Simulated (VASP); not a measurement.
# BAs (zincblende type) (F-43m) in VASP: notebook

The runs below take BAs (zincblende type) through single point, relaxation of cell and atoms, with PBE.

Program: VASP 6.6.1. These are calculated values, not measurements. Logs are shortened: lines on timing, memory, paths and dates and some standing lists are left out, and cuts for length are marked.

## (1) The cell of the first run

Symmetry: F-43m, No. 216, cubic system. Conventional cell: a = 4.809 Å, b = 4.809 Å, c = 4.809 Å, α = 90.00°, β = 90.00°, γ = 90.00°. Within 2.8 Å of B (site symmetry -43m) lie 4 As at 2.08 Å. As (site symmetry -43m) has 4 B at 2.08 Å within 2.8 Å.

## (2) Single point, PBE

The input, INCAR:

```
SYSTEM = BAs
PREC     = Accurate       ! precision mode
ENCUT    = 520            ! plane-wave cutoff, eV
EDIFF    = 1E-7           ! SCF threshold, eV
ISMEAR   = -1             ! smearing method
SIGMA    = 0.08           ! smearing width, eV
LREAL    = .False.        ! projectors in reciprocal space
LASPH    = .True.         ! aspherical terms in the spheres
NELM     = 60             ! most SCF steps
ALGO     = Normal         ! electronic algorithm
ISIF     = 2              ! what is computed and relaxed
LWAVE    = .False.        ! write WAVECAR
LCHARG   = .False.        ! write CHGCAR
GGA      = PE             ! functional
NBANDS   = 11             ! bands
```

The input, KPOINTS:

```
regular mesh
0
Gamma
  14 14 14
  0 0 0
```

The input, POSCAR:

```
BAs
1.0
    0.0000000000      2.4046596681      2.4046596681
    2.4046596681      0.0000000000      2.4046596681
    2.4046596681      2.4046596681      0.0000000000
B As
1 1
Direct
    0.0000000000      0.0000000000      0.0000000000
    0.2500000000      0.2500000000      0.2500000000
```

Potentials or basis: VASP PAW PBE potentials, release 64 (B, As).

Run with:

```sh
$ cat potpaw_PBE.64/B/POTCAR potpaw_PBE.64/As/POTCAR > POTCAR
$ mpirun -np 1 vasp_std > vasp.out
```

OUTCAR:

```text
SYSTEM = BAs
   PREC = Accurate
   ENCUT = 520
   EDIFF = 1E-7
   ISMEAR = -1
   LREAL = .False.
   LASPH = .True.
   NELM = 60
   ISIF = 2
   GGA = PE

 ion  position               nearest neighbor table
   1  0.000  0.000  0.000-   2 2.08   2 2.08   2 2.08   2 2.08
   2  0.250  0.250  0.250-   1 2.08   1 2.08   1 2.08   1 2.08

  LATTYP: Found a face centered cubic cell.
 ALAT       =     4.8093193362

  Lattice vectors:

 A1 = (   0.0000000000,   2.4046596681,   2.4046596681)
 A2 = (   2.4046596681,   0.0000000000,   2.4046596681)
 A3 = (   2.4046596681,   2.4046596681,   0.0000000000)

Analysis of symmetry for initial positions (statically):
=====================================================================
 Subroutine PRICEL returns:
 Original cell was already a primitive cell.

 Routine SETGRP: Setting up the symmetry group for a
 face centered cubic supercell.

 Subroutine GETGRP returns: Found 24 space group operations
 (whereof 24 operations were pure point group operations)
 out of a pool of 48 trial point group operations.

The static configuration has the point symmetry T_d .

Analysis of symmetry for dynamics (positions and initial velocities):
=====================================================================
 Subroutine PRICEL returns:
 Original cell was already a primitive cell.

 Routine SETGRP: Setting up the symmetry group for a
 face centered cubic supercell.

 Subroutine GETGRP returns: Found 24 space group operations
 (whereof 24 operations were pure point group operations)
 out of a pool of 48 trial point group operations.

The dynamic configuration has the point symmetry T_d .

 Subroutine INISYM returns: Found 24 space group operations
 (whereof 24 operations are pure point group operations),
 and found     1 'primitive' translations

----------------------------------------------------------------------------------------

                                     Primitive cell

  volume of cell :      27.8094

  direct lattice vectors                    reciprocal lattice vectors
     0.000000000  2.404659668  2.404659668    -0.207929632  0.207929632  0.207929632
     2.404659668  0.000000000  2.404659668     0.207929632 -0.207929632  0.207929632
     2.404659668  2.404659668  0.000000000     0.207929632  0.207929632 -0.207929632

  length of vectors
     3.400702316  3.400702316  3.400702316     0.360144687  0.360144687  0.360144687

  position of ions in fractional coordinates (direct lattice)
     0.000000000  0.000000000  0.000000000
     0.250000000  0.250000000  0.250000000

  ion indices of the primitive-cell ions
   primitive index   ion index
                 1           1
                 2           2

----------------------------------------------------------------------------------------

 KPOINTS: regular mesh

Automatic generation of k-mesh.
 Grid dimensions read from file:
 generate k-points for:   14   14   14

 Generating k-lattice:

  Cartesian coordinates                     Fractional coordinates (reciprocal lattice)
    -0.014852117  0.014852117  0.014852117     0.071428571  0.000000000  0.000000000
     0.014852117 -0.014852117  0.014852117     0.000000000  0.071428571  0.000000000
     0.014852117  0.014852117 -0.014852117     0.000000000  0.000000000  0.071428571

  Length of vectors
     0.025724621  0.025724621  0.025724621

  Shift w.r.t. Gamma in fractional coordinates (k-lattice)
     0.000000000  0.000000000  0.000000000

 Subroutine IBZKPT returns following result:
 ===========================================

 Found    104 irreducible k-points:

 Following reciprocal coordinates:
            Coordinates               Weight
  0.000000  0.000000  0.000000      1.000000
  0.071429  0.000000  0.000000      8.000000
  0.142857  0.000000  0.000000      8.000000
  0.214286  0.000000  0.000000      8.000000
  0.285714  0.000000  0.000000      8.000000
  0.357143  0.000000  0.000000      8.000000
[... 16 lines left out ...]
  0.214286  0.142857  0.000000     24.000000
  0.285714  0.142857  0.000000     24.000000
 [... further k-points ...]
   k-points           NKPTS =    104   k-points in BZ     NKDIM =    104   number of bands    NBANDS=     11
   number of dos      NEDOS =    301   number of ions     NIONS =      2
   total plane-waves  NPLWV =  21952
   dimension x,y,z NGX =    28 NGY =   28 NGZ =   28
   dimension x,y,z NGXF=    56 NGYF=   56 NGZF=   56
   ions per type =               1   1
   NGX,Y,Z   is equivalent  to a cutoff of  13.69, 13.69, 13.69 a.u.
   NGXF,Y,Z  is equivalent  to a cutoff of  27.38, 27.38, 27.38 a.u.
 SYSTEM =  BAs
   PREC   = accura    normal or accurate (medium, high low for compatibility)
   ISTART =      0    job   : 0-new  1-cont  2-samecut
   ICHARG =      2    charge: 1-file 2-atom 10-const
   ISPIN  =      1    spin polarized calculation?
   LNONCOLLINEAR =      F non collinear calculations
   LSORBIT =      F    spin-orbit coupling
   LASPH  =      T    aspherical Exc in radial PAW
   ENCUT  =  520.0 eV  38.22 Ry    6.18 a.u.   6.32  6.32  6.32*2*pi/ulx,y,z
   NELM   =     60;   NELMIN=  2; NELMDL= -5     # of ELM steps
   EDIFF  = 0.1E-06   stopping-criterion for ELM
   LREAL  =      F    real-space projection
   EDIFFG = 0.1E-05   stopping-criterion for IOM
   NSW    =      0    number of steps for IOM
   IBRION =     -1    ionic relax: 0-MD 1-quasi-New 2-CG
   NFREE  =      0    steps in history (QN), initial steepest desc. (CG)
   ISIF   =      2    stress and relaxation
   ISYM   =      2    0-nonsym 1-usesym 2-fastsym
   POTIM  = 0.5000    time-step for ionic-motion
   TEBEG  =    0.0;   TEEND  =   0.0 temperature during run
   PSTRESS=    0.0 pullay stress
   NELECT =       8.0000    total number of electrons
   NUPDOWN=      -1.0000    fix difference up-down
   EMIN   =  10.00;   EMAX   =-10.00  energy-range for DOS
   EFERMI =   0.00;   METHOD = LEGACY
   ISMEAR =    -1;   SIGMA  =   0.08  broadening in eV -4-tet -1-fermi 0-gaus
   EFERMI_NEDOS =   21; number of points for ismear=-14 and -15
   IALGO  =     38    algorithm
   IMIX   =      4    mixing-type and parameters
     AMIX     =   0.40;   BMIX     =  1.00
     AMIX_MAG =   1.60;   BMIX_MAG =  1.00
  volume/ion in A,a.u.               =      13.90        93.83
  Fermi-wavevector in a.u.,A,eV,Ry     =   1.080707  2.042240 15.890613  1.167927
  Thomas-Fermi vector in A             =   2.216705
   LORBIT       =      0    0 simple, 1 ext, 2 COOP (PROOUT), +10 PAW based schemes
   GGA     = PE    functional components
[... 5 lines left out ...]
 non-spin polarized calculation
  energy-cutoff  :      520.00
  volume of cell :       27.81
 maximum number of plane-waves:       760
 NGX is ok and might be reduce to    28
   NGX = 13   NGY = 13   NGZ = 13

 number of electron       8.0000000 magnetization

 Free energy of the ion-electron system (eV)
  ---------------------------------------------------
  ext. energy  EPLUGINS =         0.00000000
  ---------------------------------------------------
  free energy    TOTEN  =       -11.41381637 eV

  energy without entropy =      -11.41381076  energy(sigma->0) =      -11.41381357

 E-fermi :   6.4873     XC(G=0): -10.4969

 val. band max:        5.9046217048   @ k =   0.0000   0.0000   0.0000
 cond. band min:       7.1231951627   @ k =   0.4286   0.4286   0.0000
 fundamental gap:      1.2185734580
 Fermi energy:         6.4872904828

 k-point     1 :       0.0000    0.0000    0.0000
  band No.  band energies     occupation
      1      -9.3135      2.00000
      2       5.9046      1.99863
      3       5.9046      1.99863
      4       5.9046      1.99863
      5       9.1561      0.00000
      6       9.1561      0.00000
      7       9.1561      0.00000
      8      10.3355      0.00000
      9      15.3905      0.00000
     10      18.7740      0.00000
     11      18.7740      0.00000

 k-point     2 :       0.0714    0.0000    0.0000
  band No.  band energies     occupation
      1      -9.2311      2.00000
      2       5.1089      2.00000
      3       5.7433      1.99982
      4       5.7433      1.99982
      5       9.2678      0.00000
      6       9.3683      0.00000
      7       9.3683      0.00000
      8      10.8310      0.00000
      9      15.7271      0.00000
     10      18.0786      0.00000
     11      18.0786      0.00000

 k-point     3 :       0.1429    0.0000    0.0000
  band No.  band energies     occupation
      1      -8.9860      2.00000
      2       3.5421      2.00000
      3       5.3752      2.00000
      4       5.3752      2.00000
      5       9.1765      0.00000
      6       9.8520      0.00000
      7       9.8520      0.00000
      8      11.9730      0.00000
      9      16.5334      0.00000
     10      17.3112      0.00000
     11      17.3112      0.00000

 k-point     4 :       0.2143    0.0000    0.0000
  band No.  band energies     occupation
      1      -8.5855      2.00000
      2       1.8524      2.00000
      3       4.9673      2.00000
      4       4.9673      2.00000
      5       8.9699      0.00000
      6      10.3364      0.00000
      7      10.3364      0.00000
      8      13.1437      0.00000
      9      17.0072      0.00000
     10      17.0072      0.00000
     11      17.0628      0.00000
[... 239 lines left out ...]
 k-point    22 :       0.1429    0.1429    0.0000
  band No.  band energies     occupation
      1      -8.8760      2.00000
      2       4.0936      2.00000
      3       4.5379      2.00000
      4       4.5379      2.00000
      5       8.3316      0.00000
      6      10.9931      0.00000
      7      10.9931      0.00000
      8      11.4121      0.00000
      9      15.7058      0.00000
     10      17.0293      0.00000
     11      19.2555      0.00000

 k-point    23 :       0.2143    0.1429    0.0000
  band No.  band energies     occupation
      1      -8.5799      2.00000
      2       2.8317      2.00000
      3       4.1044      2.00000
      4       4.2800      2.00000
      5       8.3485      0.00000
      6      10.9833      0.00000
      7      11.6440      0.00000
      8      11.9798      0.00000
      9      15.6455      0.00000
     10      17.8810      0.00000
     11      19.1082      0.00000

 k-point    24 :       0.2857    0.1429    0.0000
  band No.  band energies     occupation
      1      -8.1344      2.00000
      2       1.3181      2.00000
      3       3.7657      2.00000
      4       3.8801      2.00000
      5       8.6847      0.00000
      6      10.8938      0.00000
      7      12.0795      0.00000
      8      12.2929      0.00000
      9      16.2922      0.00000
     10      18.5575      0.00000
     11      19.0950      0.00000

 [... further k-points ...]
[... 5 lines left out ...]
  --------------------------------------------------------------------------------------
  -------------------------------------------------------------------------------------
  Total        0.1036736      0.1036736      0.1036736      0.0000000      0.0000000     -0.0000000
  in kB        5.9729351      5.9729351      5.9729351      0.0000000      0.0000000     -0.0000000
  external PRESSURE =       5.9729351 kB  Pullay stress =       0.0000000 kB

 VOLUME and BASIS-vectors are now :
 -----------------------------------------------------------------------------
  energy-cutoff  :      520.00
  volume of cell :       27.81
      direct lattice vectors                 reciprocal lattice vectors
     0.000000000  2.404659668  2.404659668    -0.207929632  0.207929632  0.207929632
     2.404659668  0.000000000  2.404659668     0.207929632 -0.207929632  0.207929632
     2.404659668  2.404659668  0.000000000     0.207929632  0.207929632 -0.207929632

 POSITION                                       TOTAL-FORCE (eV/Angst)
 -----------------------------------------------------------------------------------
      0.00000      0.00000      0.00000         0.000000     -0.000000     -0.000000
      1.20233      1.20233      1.20233        -0.000000      0.000000      0.000000
 -----------------------------------------------------------------------------------
    total drift:                               -0.000000     -0.000000     -0.000000

  FREE ENERGIE OF THE ION-ELECTRON SYSTEM (eV)
  ---------------------------------------------------
  free  energy   TOTEN  =       -11.4138163705 eV

  energy  without entropy=      -11.4138107615  energy(sigma->0) =      -11.41381357
```

It took 58 s on 1 thread of AMD EPYC 7R13, shared host; peak memory 0.15 GiB.

Results:

- Free energy: -11.4138 eV
- Pressure: 0.6 GPa
- Band gap on the k mesh: 1.22 eV, indirect (least direct gap 3.25 eV)

Levels at points of the mesh, in eV from the valence-band top:
```csv
k point,band 2,band 3,band 4,band 5,band 6,band 7
"(0.00, 0.00, 0.00)",0.00,0.00,0.00,3.25,3.25,3.25
"(0.50, 0.00, 0.00)",-8.64,-1.79,-1.79,2.57,4.76,4.76
"(0.50, 0.50, 0.00)",-8.42,-4.00,-4.00,1.45,1.46,11.17
```

A k mesh can miss the band edges. As with any semilocal functional, this PBE gap is likely too small.

## (3) Relaxation of cell and atoms, PBE

The input, INCAR:

```
SYSTEM = BAs
ALGO     = Normal         ! electronic algorithm
EDIFF    = 1E-6           ! SCF threshold, eV
EDIFFG   = -0.005         ! ionic threshold
ENCUT    = 600            ! plane-wave cutoff, eV
GGA      = PE             ! functional
IBRION   = 2              ! ionic algorithm
ISIF     = 3              ! what is computed and relaxed
ISMEAR   = -1             ! smearing method
LASPH    = .TRUE.         ! aspherical terms in the spheres
LCHARG   = .FALSE.        ! write CHGCAR
LREAL    = .FALSE.        ! projectors in reciprocal space
LWAVE    = .FALSE.        ! write WAVECAR
NELM     = 80             ! most SCF steps
NSW      = 60             ! ionic steps
PREC     = Accurate       ! precision mode
SIGMA    = 0.08           ! smearing width, eV
```

The input, KPOINTS:

```
k-points
0
G
  14 14 14
  0 0 0
```

The input, POSCAR:

```
BAs
1.0
    0.0000000000      2.4061959241      2.4061959241
    2.4061959241      0.0000000000      2.4061959241
    2.4061959241      2.4061959241      0.0000000000
B As
1 1
Direct
    0.0000000000      0.0000000000      0.0000000000
    0.2500000000      0.2500000000      0.2500000000
```

Potentials or basis: VASP PAW PBE potentials, release 64 (B, As).

Run with:

```sh
$ cat potpaw_PBE.64/B/POTCAR potpaw_PBE.64/As/POTCAR > POTCAR
$ mpirun -np 1 vasp_std > vasp.out
```

Wall time 88 s (1 thread of Intel Xeon 6975P-C, shared host); peak memory 0.19 GiB.

It converged, with:

- Free energy: -11.4149 eV
- Relaxed volume: 13.97 Å³/atom
- Relaxed cell: a = 3.406 Å, b = 3.406 Å, c = 3.406 Å, α = 60.00°, β = 60.00°, γ = 60.00°
- Space group after relaxing (to 0.05 Å): F-43m (No. 216)
- Energy gained by relaxing: 0.0 meV/atom
- Ionic steps: 3
- Pressure after relaxing: 0.0 GPa
- Band gap on the k mesh: 1.22 eV, indirect (least direct gap 3.25 eV)

Final structure:
```
B As
1.0
     0.00000    2.40819    2.40819
     2.40819    0.00000    2.40819
     2.40819    2.40819    0.00000
B As
1 1
Direct
  0.00000 0.00000 0.00000
  0.25000 0.25000 0.25000
```

Levels at points of the mesh, in eV from the valence-band top:
| k point | band 1 | band 2 | band 3 | band 4 | band 5 | band 6 | band 7 | band 8 |
| --- | --- | --- | --- | --- | --- | --- | --- | --- |
| (0.00, 0.00, 0.00) | -15.18 | 0.00 | 0.00 | 0.00 | 3.25 | 3.25 | 3.25 | 4.38 |
| (0.50, 0.00, 0.00) | -12.40 | -8.61 | -1.78 | -1.78 | 2.55 | 4.75 | 4.75 | 8.82 |
| (0.50, 0.50, 0.00) | -11.12 | -8.39 | -3.98 | -3.98 | 1.46 | 1.46 | 11.13 | 11.13 |
